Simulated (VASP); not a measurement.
# BaTiO3 (P4mm) in VASP: a series of runs, part 2 of 2

VASP 6.6.1. The steps go on from the part before.

## 3. Single point, RPBE

Input file INCAR:

```
SYSTEM = BaTiO3
PREC = Accurate
ENCUT = 520
EDIFF = 1E-6
ISMEAR = 0
SIGMA = 0.01
LREAL = .FALSE.
LASPH = .TRUE.
NELM = 80
ALGO = Normal
ISIF = 2
LWAVE = .FALSE.
LCHARG = .FALSE.
GGA = RP
NBANDS = 28
```

Input file KPOINTS:

```
regular mesh
0
G
  4 4 4
  0 0 0
```

Input file POSCAR:

```
BaTiO3
1.0
    3.9998000000      0.0000000000      0.0000000000
    0.0000000000      3.9998000000      0.0000000000
    0.0000000000      0.0000000000      4.0180000000
Ba Ti O
1 1 3
Direct
    0.0000000000      0.0000000000      0.0000000000
    0.5000000000      0.5000000000      0.4900000000
    0.5000000000      0.5000000000      0.0190000000
    0.5000000000      0.0000000000      0.5170000000
    0.0000000000      0.5000000000      0.5170000000
```

Potentials or basis: VASP PAW PBE potentials, release 64 (Ba_sv, Ti_sv, O).

Run with:

```console
$ cat potpaw_PBE.64/Ba_sv/POTCAR potpaw_PBE.64/Ti_sv/POTCAR potpaw_PBE.64/O/POTCAR > POTCAR
$ mpirun -np 1 vasp_std > vasp.out
```

OUTCAR:

```text
SYSTEM = BaTiO3
   PREC = Accurate
   ENCUT = 520
   EDIFF = 1E-6
   ISMEAR = 0
   LREAL = .FALSE.
   LASPH = .TRUE.
   NELM = 80
   ISIF = 2
   GGA = RP

 ion  position               nearest neighbor table
   1  0.000  0.000  0.000-   4 2.79   5 2.79   5 2.79   4 2.79   3 2.83   3 2.83   3 2.83   3 2.83
                             4 2.88   5 2.88   5 2.88   4 2.88   2 3.45   2 3.45   2 3.45   2 3.45
   2  0.500  0.500  0.490-   3 1.89   4 2.00   5 2.00   4 2.00   5 2.00   3 2.13   1 3.45   1 3.45
                             1 3.45   1 3.45   1 3.49   1 3.49   1 3.49   1 3.49
   3  0.500  0.500  0.019-   2 1.89   2 2.13   1 2.83   1 2.83   1 2.83   1 2.83
   4  0.500  0.000  0.517-   2 2.00   2 2.00   1 2.79   1 2.79   1 2.88   1 2.88
   5  0.000  0.500  0.517-   2 2.00   2 2.00   1 2.79   1 2.79   1 2.88   1 2.88

  LATTYP: Found a simple tetragonal cell.
 ALAT       =     3.9998000000
 C/A-ratio  =     1.0045502275

  Lattice vectors:

 A1 = (   3.9998000000,   0.0000000000,   0.0000000000)
 A2 = (   0.0000000000,   3.9998000000,   0.0000000000)
 A3 = (   0.0000000000,   0.0000000000,   4.0180000000)

Analysis of symmetry for initial positions (statically):
=====================================================================
 Subroutine PRICEL returns:
 Original cell was already a primitive cell.

 Routine SETGRP: Setting up the symmetry group for a
 simple tetragonal supercell.

 Subroutine GETGRP returns: Found  8 space group operations
 (whereof  8 operations were pure point group operations)
 out of a pool of 16 trial point group operations.

The static configuration has the point symmetry C_4v.

Analysis of symmetry for dynamics (positions and initial velocities):
=====================================================================
 Subroutine PRICEL returns:
 Original cell was already a primitive cell.

 Routine SETGRP: Setting up the symmetry group for a
 simple tetragonal supercell.

 Subroutine GETGRP returns: Found  8 space group operations
[... 124 lines left out ...]
  Fermi-wavevector in a.u.,A,eV,Ry     =   1.397653  2.641181 26.578078  1.953434
  Thomas-Fermi vector in A             =   2.520888
   LORBIT       =      0    0 simple, 1 ext, 2 COOP (PROOUT), +10 PAW based schemes
   GGA     = RP    functional components
   LHFCALC =     F    Hartree Fock is set to
   AEXX    =    0.0000 exact exchange contribution
   IVDW    =     0    specifies the selected vdW correction
   LEPSILON=     F    determine dielectric tensor
   LRPA    =     F    only Hartree local field effects (RPA)
 non-spin polarized calculation
 Gauss-broadening in eV      SIGMA  =   0.01
  energy-cutoff  :      520.00
  volume of cell :       64.28
 maximum number of plane-waves:      1755
 NGX is ok and might be reduce to    30
   NGX = 15   NGY = 15   NGZ = 15

 number of electron      39.9999978 magnetization

 Free energy of the ion-electron system (eV)
  ---------------------------------------------------
  ext. energy  EPLUGINS =         0.00000000
  ---------------------------------------------------
  free energy    TOTEN  =       -37.85607555 eV

  energy without entropy =      -37.85607555  energy(sigma->0) =      -37.85607555

 E-fermi :   4.0676     XC(G=0): -11.0340

 val. band max:        3.9951492403   @ k =   0.5000   0.5000   0.5000
 cond. band min:       5.7938271455   @ k =   0.0000   0.0000   0.0000
 fundamental gap:      1.7986779052
 Fermi energy:         4.0676408777

 k-point     1 :       0.0000    0.0000    0.0000
  band No.  band energies     occupation
      1     -52.7737      2.00000
      2     -28.9384      2.00000
      3     -28.9102      2.00000
      4     -28.9102      2.00000
      5     -20.9234      2.00000
      6     -13.0199      2.00000
[... 547 lines left out ...]
     27      11.6036      0.00000
     28      11.7899      0.00000

------------------------ aborting loop because EDIFF is reached ----------------------------------------

  FORCE on cell =-STRESS in cart. coord.  units (eV):
  Direction    XX          YY          ZZ          XY          YZ          ZX
  --------------------------------------------------------------------------------------
  -------------------------------------------------------------------------------------
  Total        3.2816292      3.2816292      3.6668888      0.0000000      0.0000000      0.0000000
  in kB       81.7925222     81.7925222     91.3948730      0.0000000      0.0000000      0.0000000
  external PRESSURE =      84.9933058 kB  Pullay stress =       0.0000000 kB

 VOLUME and BASIS-vectors are now :
 -----------------------------------------------------------------------------
  energy-cutoff  :      520.00
  volume of cell :       64.28
      direct lattice vectors                 reciprocal lattice vectors
     3.999800000  0.000000000  0.000000000     0.250012501  0.000000000  0.000000000
     0.000000000  3.999800000  0.000000000     0.000000000  0.250012501  0.000000000
     0.000000000  0.000000000  4.018000000     0.000000000  0.000000000  0.248880040

 POSITION                                       TOTAL-FORCE (eV/Angst)
 -----------------------------------------------------------------------------------
      0.00000      0.00000      0.00000         0.000000      0.000000      0.083216
      1.99990      1.99990      1.96882         0.000000      0.000000     -0.210368
      1.99990      1.99990      0.07634         0.000000     -0.000000      0.300675
      1.99990      0.00000      2.07731         0.000000      0.000000     -0.086762
      0.00000      1.99990      2.07731        -0.000000      0.000000     -0.086762
 -----------------------------------------------------------------------------------
    total drift:                                0.000000      0.000000      0.000025

  FREE ENERGIE OF THE ION-ELECTRON SYSTEM (eV)
  ---------------------------------------------------
  free  energy   TOTEN  =       -37.8560755458 eV

  energy  without entropy=      -37.8560755458  energy(sigma->0) =      -37.85607555
```

OSZICAR:

```text
N       E                     dE             d eps       ncg     rms          rms(c)
DAV:   1     0.440281609194E+03    0.44028E+03   -0.20819E+04  1008   0.154E+03
DAV:   2    -0.298345095760E+01   -0.44327E+03   -0.42445E+03  1188   0.427E+02
DAV:   3    -0.465518283495E+02   -0.43568E+02   -0.43185E+02  1444   0.132E+02
DAV:   4    -0.486655006634E+02   -0.21137E+01   -0.21090E+01  1472   0.246E+01
DAV:   5    -0.487324795445E+02   -0.66979E-01   -0.66967E-01  1392   0.342E+00    0.230E+01
DAV:   6    -0.379252886908E+02    0.10807E+02   -0.55587E+01  1368   0.662E+01    0.960E+00
DAV:   7    -0.379743810282E+02   -0.49092E-01   -0.97528E+00  1344   0.227E+01    0.661E+00
DAV:   8    -0.378270917735E+02    0.14729E+00   -0.62951E-01  1244   0.708E+00    0.341E+00
DAV:   9    -0.378770178213E+02   -0.49926E-01   -0.32745E-01  1376   0.483E+00    0.144E+00
DAV:  10    -0.378576523555E+02    0.19365E-01   -0.12409E-01  1132   0.371E+00    0.406E-01
DAV:  11    -0.378560115107E+02    0.16408E-02   -0.10641E-02  1300   0.665E-01    0.128E-01
DAV:  12    -0.378560699208E+02   -0.58410E-04   -0.84571E-04  1308   0.263E-01    0.588E-02
DAV:  13    -0.378560618557E+02    0.80651E-05   -0.37649E-04  1124   0.205E-01    0.115E-02
DAV:  14    -0.378560748963E+02   -0.13041E-04   -0.39540E-05  1484   0.414E-02    0.994E-03
DAV:  15    -0.378560777141E+02   -0.28178E-05   -0.12705E-05  1204   0.276E-02    0.123E-02
DAV:  16    -0.378560754056E+02    0.23084E-05   -0.82309E-06  1156   0.280E-02    0.325E-03
DAV:  17    -0.378560755458E+02   -0.14015E-06   -0.61245E-07   760   0.801E-03
   1 F= -.37856076E+02 E0= -.37856076E+02  d E =-.132711E-26
```

stdout:

```text
POSCAR found type information on POSCAR BaTiO
 POSCAR found :  3 types and       5 ions
 scaLAPACK will be used
 -----------------------------------------------------------------------------
|                                                                             |
|                                                                             |
|     You enforced a specific xc type in the INCAR file but a different       |
|     I HOPE YOU KNOW WHAT YOU ARE DOING!                                     |
|                                                                             |
 -----------------------------------------------------------------------------

 LDA part: xc-table for (Slater+PW92), standard interpolation
 POSCAR, INCAR and KPOINTS ok, starting setup
 FFT: planning ... GRIDC
 FFT: planning ... GRID_SOFT
 FFT: planning ... GRID
 WAVECAR not read
 entering main loop
```

Wall time 30 s (1 thread of Intel Xeon Platinum 8488C (Sapphire Rapids), shared host); peak memory 0.18 GiB.

Results:

- Free energy: -37.8561 eV
- Pressure: 8.5 GPa
- Largest force: 0.301 eV/Å
- Band gap on the k mesh: 1.80 eV, indirect (least direct gap 2.09 eV)

Forces on the atoms (eV/Å):
```
Ba   0.000  0.000  0.083
Ti   0.000  0.000 -0.210
O    0.000  0.000  0.301
O    0.000  0.000 -0.087
O    0.000  0.000 -0.087
```

Caveat: the PAW data sets were made with another functional, which shifts forces and pressure a little; spin-orbit coupling is left out, which moves the levels of the heavy elements. A k mesh can miss the band edges.
